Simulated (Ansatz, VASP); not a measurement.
**Two plane-wave programs on GaN**

```
Ga N
1.0
     0.00000    2.21520    2.31640
     2.21520    0.00000    2.31640
     2.21520    2.21520    0.00000
Ga N
1 1
Direct
  0.00000 0.00000 0.00000
  0.75000 0.75000 0.75000
```

Change from the starting cell: strain -0.015 along x and y, +0.030 along z, atoms carried along.

Alike in both runs: task single point; functional r2SCAN; k mesh 10 × 10 × 10; occupations gaussian, width 0.05 eV; no spin polarisation.

|  | VASP | Ansatz |
| --- | --- | --- |
| version | VASP 6.6.1 | Ansatz 0.2.0 |
| potentials or method | VASP PAW PBE potentials, release 64 (Ga_d, N), cutoff 520 eV | scalar-relativistic, plane waves, PAW |
| valence electrons in the cell | 18 | 18 |

```csv
,VASP,Ansatz,Ansatz less VASP
gap on the k mesh at the Fermi level (eV),2.08,2.09,+0.008
least direct gap on the mesh (eV),2.08,2.09,+0.008
pressure (GPa),1.1,0.0,-1.11
"traceless stress, the component that is largest in VASP (GPa)",-4.26,-4.36,-0.098
```

VASP's potentials were made for PBE, not for r2SCAN.
